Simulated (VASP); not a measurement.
## Ge3Te2S: relaxation of cell and atoms with PBE

Crystal: Ge3Te2S.

```xyz
6
Lattice="3.3787 1.9507 3.7013 -3.3787 1.9507 3.7013 0.0000 -3.9014 3.7013" Properties=species:S:1:pos:R:3 pbc="T T T"
Ge    0.0000   -1.9507    1.8506
Ge    1.6894    0.9754    1.8506
Ge   -1.6894    0.9754    1.8506
Te    0.0000    0.0000    4.0369
Te    0.0000    0.0000    7.0670
S     0.0000    0.0000    0.0000
```

The cell was built from a structure type or drawn by symmetry, and may not be a known phase.

```json
{
  "Program": "VASP 6.6.1",
  "Task": "relaxation of cell and atoms",
  "Functional": "PBE",
  "Potentials or basis": "VASP PAW PBE potentials, release 64 (Ge_d, Te, S)",
  "Cutoff": "600 eV",
  "k mesh": "6 × 6 × 6",
  "Occupations": "gaussian, width 0.1 eV",
  "Spin": "no spin polarisation",
  "Dipole correction": "no",
  "Further INCAR settings": "ALGO = Normal; EDIFF = 1e-06; IBRION = 2; EDIFFG = -0.01; NSW = 100; ISIF = 3"
}
```

The relaxed volume is 24.71 Å³/atom and the relaxed cell is a = 5.410 Å, b = 5.410 Å, c = 5.410 Å, α = 77.33°, β = 77.33°, γ = 77.33°. The space group after relaxing (to 0.1 Å) is R-3m (No. 166) and the energy gained by relaxing is 2.9 meV/atom. The ionic steps are 9, the pressure after relaxing is 0.0 GPa and the band gap on the k mesh is zero (bands 30 and 31 overlap by 1.98 eV).

Step by step:
```csv
step,energy change (eV),largest force (eV/Å),pressure (GPa),volume (Å³)
1,0.0000,0.2849,0.61,146.37
2,-0.0132,0.1771,-0.07,148.34
3,-0.0136,0.1489,-0.33,148.99
4,-0.0137,0.1545,-0.23,148.85
5,-0.0165,0.0687,-0.14,148.32
6,-0.0170,0.0057,0.12,147.93
7,-0.0170,0.0150,0.02,147.99
8,-0.0170,0.0110,0.10,147.96
9,-0.0171,0.0006,0.01,148.26
```

Final structure:
```
Ge Te S
1.0
     3.38003    1.95146    3.74615
    -3.38003    1.95146    3.74615
     0.00000   -3.90293    3.74615
Ge Te S
3 2 1
Direct
  0.00000 0.00000 0.50000
  0.50000 0.00000 0.00000
  0.00000 0.50000 0.00000
  0.36039 0.36039 0.36039
  0.63961 0.63961 0.63961
  0.00000 0.00000 0.00000
```

Levels at points of the mesh, in eV from the Fermi level:
| k point | band 27 | band 28 | band 29 | band 30 | band 31 | band 32 | band 33 | band 34 |
| --- | --- | --- | --- | --- | --- | --- | --- | --- |
| (0.00, 0.00, 0.00) | -1.80 | -1.80 | -1.56 | -1.56 | -1.11 | -1.11 | 2.46 | 3.82 |
| (0.50, 0.00, 0.00) | -2.13 | -1.66 | -0.45 | 0.07 | 0.92 | 1.12 | 1.27 | 1.32 |
| (0.50, 0.50, 0.00) | -1.72 | -1.52 | -1.35 | -0.69 | -0.08 | 0.65 | 1.28 | 2.10 |
| (0.50, 0.50, 0.50) | -1.34 | 0.17 | 0.20 | 0.20 | 0.25 | 0.25 | 1.38 | 2.83 |

It took 17 min on 1 thread of AMD EPYC 7R43 64-Core Processor (Zen 3), with other jobs on the host, peak memory 0.41 GiB.

Caveat: spin-orbit coupling is left out, which moves the levels of the heavy elements.
